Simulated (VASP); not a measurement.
Here is a VASP 6.6.1 calculation.

INCAR

```
ALGO     = Normal         # electronic algorithm
EDIFF    = 1E-6           # SCF threshold, eV
ENCUT    = 520            # plane-wave cutoff, eV
GGA      = PE             # functional
ISIF     = 2              # what is computed and relaxed
ISMEAR   = 0              # smearing method
LASPH    = True           # aspherical terms in the spheres
LCHARG   = False          # write CHGCAR
LREAL    = False          # projectors in reciprocal space
LWAVE    = False          # write WAVECAR
NBANDS   = 28             # bands
NELM     = 100            # most SCF steps
PREC     = Accurate       # precision mode
SIGMA    = 0.1            # smearing width, eV
```

The input KPOINTS:

```
k-points
0
Gamma
  6 6 4
```

POSCAR

```
MgTl2O2
1.0
    4.2946453795      0.0000000000      0.0000000000
   -2.1473226898      3.7192719990      0.0000000000
    0.0000000000      0.0000000000      5.8765648312
Mg Tl O
1 2 2
Direct
    0.0000000000      0.0000000000      0.0000000000
    0.3333333333      0.6666666667      0.7663000000
    0.6666666667      0.3333333333      0.2337000000
    0.3333333333      0.6666666667      0.5744000000
    0.6666666667      0.3333333333      0.4256000000
```

Potentials or basis: VASP PAW PBE potentials, release 64 (Mg, Tl_d, O).

Launch:

```bash
$ cat potpaw_PBE.64/Mg/POTCAR potpaw_PBE.64/Tl_d/POTCAR potpaw_PBE.64/O/POTCAR > POTCAR
$ mpirun -np 1 vasp_std > vasp.out
```

Question: Estimate the band gap on the k mesh.

Answer: Zero (bands 20 and 21 overlap by 3.36 eV).

Question: Estimate the pressure.

Answer: 268.6 GPa.

Question: Predict the largest force.

Answer: 202.386 eV/Å.

Stress tensor (GPa, compression positive):
```
  8.62   0.00   0.00
  0.00   8.62   0.00
  0.00   0.00 788.47
```

Caveat: atoms lie so close that the PAW spheres overlap strongly, which falsifies energies and pressures; the stress differs along the axes, from 9 to 788 GPa; spin-orbit coupling is left out, which moves the levels of the heavy elements; forces of over 1 eV/Å act on the atoms, so gaps and moduli don't describe the material at rest.
